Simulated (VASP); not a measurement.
Set up this calculation in VASP 6.6.1, as the native input.

- Task: single point
- Functional: PBEsol
- Potentials or basis: VASP PAW PBE potentials, release 64 (Ti_sv, B)
- Cutoff: 520 eV
- k mesh: 11 × 11 × 9
- Occupations: methfessel-paxton, width 0.05 eV
- Spin: no spin polarisation
- Dipole correction: no
- Further INCAR settings: ALGO = Normal; EDIFF = 1e-07; NBANDS = 16

The structure of TiB2 lies in POSCAR:

```
TiB2
1.0
    3.0292000000      0.0000000000      0.0000000000
   -1.5146000000      2.6233641500      0.0000000000
    0.0000000000      0.0000000000      3.2284000000
Ti B
1 2
Direct
    0.0000000000      0.0000000000      0.0000000000
    0.3333333333      0.6666666667      0.5000000000
    0.6666666667      0.3333333333      0.5000000000
```

One way to write it, as run:

INCAR

```
PREC     = Accurate       # precision mode
ENCUT    = 520            # plane-wave cutoff, eV
EDIFF    = 1E-7           # SCF threshold, eV
ISMEAR   = 1              # smearing method
SIGMA    = 0.05           # smearing width, eV
LREAL    = False          # projectors in reciprocal space
LASPH    = True           # aspherical terms in the spheres
NELM     = 60             # most SCF steps
ALGO     = Normal         # electronic algorithm
ISIF     = 2              # what is computed and relaxed
LWAVE    = False          # write WAVECAR
LCHARG   = True           # write CHGCAR
GGA      = PS             # functional
LELF     = True           # ELF
LVHAR    = True         
NBANDS   = 16             # bands
```

KPOINTS

```
regular mesh
0
Gamma
  11 11 9
```

Potentials or basis: VASP PAW PBE potentials, release 64 (Ti_sv, B).

Launch:

```console
$ cat potpaw_PBE.64/Ti_sv/POTCAR potpaw_PBE.64/B/POTCAR > POTCAR
$ mpirun -np 1 vasp_std > vasp.out
```

It gave:

| Quantity | Value |
| --- | --- |
| Pressure | -4.8 GPa |
| Band gap on the k mesh | zero (band 9 reaches 10.08 eV, above the bottom of band 10 at 9.64 eV) |

Caveat: the PAW data sets were made with another functional, which shifts forces and pressure a little.

Wall time 29 s on 1 thread of AMD EPYC 7R13 Processor (Zen 3) (shared host), peak memory 0.13 GiB.
